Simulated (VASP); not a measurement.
# MnHg (P4/mmm) in VASP: electric field gradients with PBE

Aim: the electric field gradients of MnHg with PBE.

All numbers are computed with VASP 6.6.1; they aren't measurements. Logs are shortened: lines on timing, memory, paths and dates and some standing lists are left out, and cuts for length are marked.

## Step 1: The cell of the first run

The structure is tetragonal, space group P4/mmm (No. 123). Conventional cell: a = 3.352 Å, b = 3.352 Å, c = 3.378 Å, α = 90.00°, β = 90.00°, γ = 90.00°. Mn (site symmetry 4/mmm) has 8 Hg at 2.91 Å and 6 Mn at 3.35 to 3.38 Å within 3.8 Å. Hg (site symmetry 4/mmm) has 8 Mn at 2.91 Å and 6 Hg at 3.35 to 3.38 Å within 3.8 Å.

## Step 2: Electric field gradients, PBE, collinear spin, ferromagnetic start (18.98 Å³/atom)

Input file INCAR:

```
ALGO = Normal
EDIFF = 1E-8
ENCUT = 520
GGA = PE
ISIF = 2
ISMEAR = -1
ISPIN = 2
LASPH = True
LCHARG = False
LEFG = True
LMAXMIX = 4
LORBIT = 11
LREAL = False
LWAVE = False
MAGMOM = 4 0
NBANDS = 24
NELM = 150
PREC = Accurate
SIGMA = 0.05
```

Input file KPOINTS:

```
k-points
0
Gamma
  11 11 11
```

Input file POSCAR:

```
MnHg
1.0
    3.3524869601      0.0000000000      0.0000000000
    0.0000000000      3.3524869601      0.0000000000
    0.0000000000      0.0000000000      3.3779772807
Mn Hg
1 1
Direct
    0.5000000000      0.5000000000      0.5000000000
    0.0000000000      0.0000000000      0.0000000000
```

Potentials or basis: VASP PAW PBE potentials, release 64 (Mn_pv, Hg).

Launch:

```console
$ cat potpaw_PBE.64/Mn_pv/POTCAR potpaw_PBE.64/Hg/POTCAR > POTCAR
$ mpirun -np 1 vasp_std > vasp.out
```

OUTCAR:

```text
EDIFF = 1E-8
   ENCUT = 520
   GGA = PE
   ISIF = 2
   ISMEAR = -1
   ISPIN = 2
   LASPH = True
   LORBIT = 11
   LREAL = False
   NELM = 150
   PREC = Accurate

 ion  position               nearest neighbor table
   1  0.500  0.500  0.500-   2 2.91   2 2.91   2 2.91   2 2.91   2 2.91   2 2.91   2 2.91   2 2.91

   2  0.000  0.000  0.000-   1 2.91   1 2.91   1 2.91   1 2.91   1 2.91   1 2.91   1 2.91   1 2.91

  LATTYP: Found a simple tetragonal cell.
 ALAT       =     3.3524869601
 C/A-ratio  =     1.0076034063

  Lattice vectors:

 A1 = (   3.3524869601,   0.0000000000,   0.0000000000)
 A2 = (   0.0000000000,   3.3524869601,   0.0000000000)
 A3 = (   0.0000000000,   0.0000000000,   3.3779772807)

Analysis of symmetry for initial positions (statically):
=====================================================================
 Subroutine PRICEL returns:
 Original cell was already a primitive cell.

 Routine SETGRP: Setting up the symmetry group for a
 simple tetragonal supercell.

 Subroutine GETGRP returns: Found 16 space group operations
 (whereof 16 operations were pure point group operations)
 out of a pool of 16 trial point group operations.

The static configuration has the point symmetry D_4h.

Analysis of symmetry for dynamics (positions and initial velocities):
=====================================================================
 Subroutine PRICEL returns:
 Original cell was already a primitive cell.

 Routine SETGRP: Setting up the symmetry group for a
 simple tetragonal supercell.

 Subroutine GETGRP returns: Found 16 space group operations
 (whereof 16 operations were pure point group operations)
 out of a pool of 16 trial point group operations.

The dynamic configuration has the point symmetry D_4h.

Analysis of structural, dynamic, and magnetic symmetry:
=====================================================================
 Subroutine PRICEL returns:
 Original cell was already a primitive cell.

 Routine SETGRP: Setting up the symmetry group for a
 simple tetragonal supercell.

 Subroutine GETGRP returns: Found 16 space group operations
 (whereof 16 operations were pure point group operations)
 out of a pool of 16 trial point group operations.

The overall configuration has the point symmetry D_4h.

 Subroutine INISYM returns: Found 16 space group operations
 (whereof 16 operations are pure point group operations),
 and found     1 'primitive' translations

----------------------------------------------------------------------------------------

                                     Primitive cell

  volume of cell :      37.9657

  direct lattice vectors                    reciprocal lattice vectors
     3.352486960  0.000000000  0.000000000     0.298286022  0.000000000  0.000000000
     0.000000000  3.352486960  0.000000000     0.000000000  0.298286022  0.000000000
     0.000000000  0.000000000  3.377977281     0.000000000  0.000000000  0.296035147

  length of vectors
     3.352486960  3.352486960  3.377977281     0.298286022  0.298286022  0.296035147

  position of ions in fractional coordinates (direct lattice)
     0.500000000  0.500000000  0.500000000
     0.000000000  0.000000000  0.000000000

  ion indices of the primitive-cell ions
   primitive index   ion index
                 1           1
                 2           2

----------------------------------------------------------------------------------------

 KPOINTS: k-points

Automatic generation of k-mesh.
 Grid dimensions read from file:
 generate k-points for:   11   11   11

 Generating k-lattice:

  Cartesian coordinates                     Fractional coordinates (reciprocal lattice)
     0.027116911  0.000000000  0.000000000     0.090909091  0.000000000  0.000000000
     0.000000000  0.027116911  0.000000000     0.000000000  0.090909091  0.000000000
     0.000000000  0.000000000  0.026912286     0.000000000  0.000000000  0.090909091

  Length of vectors
     0.027116911  0.027116911  0.026912286

  Shift w.r.t. Gamma in fractional coordinates (k-lattice)
     0.000000000  0.000000000  0.000000000

 Subroutine IBZKPT returns following result:
 ===========================================

 Found    126 irreducible k-points:

 Following reciprocal coordinates:
            Coordinates               Weight
  0.000000  0.000000  0.000000      1.000000
  0.090909  0.000000  0.000000      4.000000
  0.181818  0.000000  0.000000      4.000000
  0.272727  0.000000  0.000000      4.000000
  0.363636  0.000000  0.000000      4.000000
  0.454545  0.000000  0.000000      4.000000
[... 16 lines left out ...]
  0.090909  0.000000  0.090909      8.000000
  0.181818  0.000000  0.090909      8.000000
 [... further k-points ...]
   k-points           NKPTS =    126   k-points in BZ     NKDIM =    126   number of bands    NBANDS=     24
   number of dos      NEDOS =    301   number of ions     NIONS =      2
   total plane-waves  NPLWV =  21952
   dimension x,y,z NGX =    28 NGY =   28 NGZ =   28
   dimension x,y,z NGXF=    56 NGYF=   56 NGZF=   56
   ions per type =               1   1
   NGX,Y,Z   is equivalent  to a cutoff of  13.88, 13.88, 13.78 a.u.
   NGXF,Y,Z  is equivalent  to a cutoff of  27.77, 27.77, 27.56 a.u.
 SYSTEM =  unknown system
   PREC   = accura    normal or accurate (medium, high low for compatibility)
   ISTART =      0    job   : 0-new  1-cont  2-samecut
   ICHARG =      2    charge: 1-file 2-atom 10-const
   ISPIN  =      2    spin polarized calculation?
   LNONCOLLINEAR =      F non collinear calculations
   LSORBIT =      F    spin-orbit coupling
   LASPH  =      T    aspherical Exc in radial PAW
   ENCUT  =  520.0 eV  38.22 Ry    6.18 a.u.   6.23  6.23  6.28*2*pi/ulx,y,z
   NELM   =    150;   NELMIN=  2; NELMDL= -5     # of ELM steps
   EDIFF  = 0.1E-07   stopping-criterion for ELM
   LREAL  =      F    real-space projection
   EDIFFG = 0.1E-06   stopping-criterion for IOM
   NSW    =      0    number of steps for IOM
   IBRION =     -1    ionic relax: 0-MD 1-quasi-New 2-CG
   NFREE  =      0    steps in history (QN), initial steepest desc. (CG)
   ISIF   =      2    stress and relaxation
   ISYM   =      2    0-nonsym 1-usesym 2-fastsym
   POTIM  = 0.5000    time-step for ionic-motion
   TEBEG  =    0.0;   TEEND  =   0.0 temperature during run
   PSTRESS=    0.0 pullay stress
   NELECT =      25.0000    total number of electrons
   NUPDOWN=      -1.0000    fix difference up-down
   EMIN   =  10.00;   EMAX   =-10.00  energy-range for DOS
   EFERMI =   0.00;   METHOD = LEGACY
   ISMEAR =    -1;   SIGMA  =   0.05  broadening in eV -4-tet -1-fermi 0-gaus
   EFERMI_NEDOS =   21; number of points for ismear=-14 and -15
   IALGO  =     38    algorithm
   IMIX   =      4    mixing-type and parameters
     AMIX     =   0.40;   BMIX     =  1.00
     AMIX_MAG =   1.60;   BMIX_MAG =  1.00
  volume/ion in A,a.u.               =      18.98       128.10
  Fermi-wavevector in a.u.,A,eV,Ry     =   1.424266  2.691473 27.599887  2.028534
  Thomas-Fermi vector in A             =   2.544776
   LORBIT       =     11    0 simple, 1 ext, 2 COOP (PROOUT), +10 PAW based schemes
   GGA     = PE    functional components
   LHFCALC =     F    Hartree Fock is set to
   AEXX    =    0.0000 exact exchange contribution
   IVDW    =     0    specifies the selected vdW correction
   LEPSILON=     F    determine dielectric tensor
   LRPA    =     F    only Hartree local field effects (RPA)
 spin polarized calculation
  energy-cutoff  :      520.00
  volume of cell :       37.97
 maximum number of plane-waves:      1035
 NGX is ok and might be reduce to    28
   NGX = 13   NGY = 13   NGZ = 13

 number of electron      24.9999994 magnetization       4.0292687

 Free energy of the ion-electron system (eV)
  ---------------------------------------------------
  ext. energy  EPLUGINS =         0.00000000
  ---------------------------------------------------
  free energy    TOTEN  =        -8.49434797 eV

  energy without entropy =       -8.48367079  energy(sigma->0) =       -8.48900938

 E-fermi :   5.1830     XC(G=0): -11.4603

 val. band max:        5.1689790158   @ k =   0.0000   0.0000   0.2727
 cond. band min:       5.1843316313   @ k =   0.3636   0.3636   0.0909
 fundamental gap:      0.0153526155
 Fermi energy:         5.1830397777

 spin component 1

 k-point     1 :       0.0000    0.0000    0.0000
  band No.  band energies     occupation
      1     -45.1213      1.00000
      2     -45.1185      1.00000
      3     -45.1185      1.00000
      4      -4.2119      1.00000
      5      -2.9139      1.00000
      6      -2.9038      1.00000
[... 16 lines left out ...]
     23      21.9973      0.00000
     24      25.0457      0.00000

 k-point     2 :       0.0909    0.0000    0.0000
  band No.  band energies     occupation
      1     -45.1213      1.00000
      2     -45.1196      1.00000
      3     -45.1184      1.00000
      4      -4.0863      1.00000
      5      -2.8867      1.00000
      6      -2.8537      1.00000
[... 586 lines left out ...]
 k-point    24 :       0.1818    0.0000    0.0909
  band No.  band energies     occupation
      1     -45.1225      1.00000
      2     -45.1220      1.00000
      3     -45.1182      1.00000
      4      -3.6219      1.00000
      5      -2.7891      1.00000
      6      -2.6465      1.00000
[... 16 lines left out ...]
     23      21.4645      0.00000
     24      23.0540      0.00000

 [... further k-points ...]

 spin component 2

 k-point     1 :       0.0000    0.0000    0.0000
  band No.  band energies     occupation
      1     -40.9746      1.00000
      2     -40.9720      1.00000
      3     -40.9720      1.00000
      4      -3.9824      1.00000
      5      -2.8944      1.00000
      6      -2.8823      1.00000
[... 16 lines left out ...]
     23      22.0280      0.00000
     24      26.0386      0.00000

 k-point     2 :       0.0909    0.0000    0.0000
  band No.  band energies     occupation
      1     -40.9745      1.00000
      2     -40.9733      1.00000
      3     -40.9719      1.00000
      4      -3.8589      1.00000
      5      -2.8707      1.00000
      6      -2.8333      1.00000
[... 586 lines left out ...]
 k-point    24 :       0.1818    0.0000    0.0909
  band No.  band energies     occupation
      1     -40.9770      1.00000
      2     -40.9755      1.00000
      3     -40.9715      1.00000
      4      -3.4132      1.00000
      5      -2.7843      1.00000
      6      -2.6172      1.00000
[... 16 lines left out ...]
     23      21.8722      0.00000
     24      23.5179      0.00000

 [... further k-points ...]

------------------------ aborting loop because EDIFF is reached ----------------------------------------

  FORCE on cell =-STRESS in cart. coord.  units (eV):
  Direction    XX          YY          ZZ          XY          YZ          ZX
  --------------------------------------------------------------------------------------
  -------------------------------------------------------------------------------------
  Total       -0.4233160     -0.4233160     -0.4726844      0.0000000      0.0000000      0.0000000
  in kB      -17.8642320    -17.8642320    -19.9476149      0.0000000      0.0000000      0.0000000
  external PRESSURE =     -18.5586930 kB  Pullay stress =       0.0000000 kB

 VOLUME and BASIS-vectors are now :
 -----------------------------------------------------------------------------
  energy-cutoff  :      520.00
  volume of cell :       37.97
      direct lattice vectors                 reciprocal lattice vectors
     3.352486960  0.000000000  0.000000000     0.298286022  0.000000000  0.000000000
     0.000000000  3.352486960  0.000000000     0.000000000  0.298286022  0.000000000
     0.000000000  0.000000000  3.377977281     0.000000000  0.000000000  0.296035147

 POSITION                                       TOTAL-FORCE (eV/Angst)
 -----------------------------------------------------------------------------------
      1.67624      1.67624      1.68899         0.000000      0.000000      0.000000
      0.00000      0.00000      0.00000         0.000000      0.000000      0.000000
 -----------------------------------------------------------------------------------
    total drift:                                0.000000      0.000000      0.000000

  FREE ENERGIE OF THE ION-ELECTRON SYSTEM (eV)
  ---------------------------------------------------
  free  energy   TOTEN  =        -8.4943479662 eV

  energy  without entropy=       -8.4836707905  energy(sigma->0) =       -8.48900938

 Electric field gradients (V/A^2)
---------------------------------------------------------------------
 ion       V_xx      V_yy      V_zz      V_xy      V_xz      V_yz
---------------------------------------------------------------------
   1      -0.373    -0.373     0.746    -0.000    -0.000    -0.000
   2      -0.210    -0.210     0.419     0.000     0.000     0.000
---------------------------------------------------------------------

 Electric field gradients after diagonalization (V/A^2)
 (convention: |V_zz| > |V_xx| > |V_yy|)
----------------------------------------------------------------------
 ion       V_xx      V_yy      V_zz     asymmetry (V_yy - V_xx)/ V_zz
----------------------------------------------------------------------
   1      -0.373    -0.373     0.746       0.000
   2      -0.210    -0.210     0.419       0.000
----------------------------------------------------------------------

           NMR quadrupolar parameters

 Cq : quadrupolar parameter    Cq=e*Q*V_zz/h
 eta: asymmetry parameters     (V_yy - V_xx)/ V_zz
 Q  : nuclear electric quadrupole moment in mb (millibarn)
----------------------------------------------------------------------
 ion       Cq(MHz)       eta       Q (mb)
----------------------------------------------------------------------
   1       0.002       0.000       1.000
   2       0.001       0.000       1.000
----------------------------------------------------------------------

 total charge

# of ion       s       p       d       tot
------------------------------------------
    1        0.247   6.162   4.955  11.364
    2        0.816   0.488   9.254  10.558
--------------------------------------------------
tot          1.063   6.649  14.209  21.921

 magnetization (x)

# of ion       s       p       d       tot
------------------------------------------
    1        0.030   0.018   3.868   3.916
    2       -0.037  -0.056   0.047  -0.047
--------------------------------------------------
tot         -0.007  -0.038   3.914   3.869
```

Wall time 4.9 min (1 thread of Intel Xeon 8259CL, shared host); peak memory 0.3 GiB.

Results:

- Free energy: -8.4943 eV
- Pressure: -1.9 GPa
- Net moment: 4.03 μB per cell
- Site moments: Mn +3.92; Hg -0.05 μB
- Largest electric field gradient by atom: Mn +0.7; Hg +0.4 V/Å²
- Valence electrons inside the program's atomic spheres: Mn 11.36; Hg 10.56

Electric field gradients, principal values (V/Å²):
```tsv
atom	least	middle	greatest (by size)
1 Mn	-0.373	-0.373	0.746
2 Hg	-0.210	-0.210	0.419
```

Caveat: without QUAD_EFG the Cq values of the log hold for a quadrupole moment of 1 mb, not for the nuclei; spin-orbit coupling is left out, which moves the levels of the heavy elements.
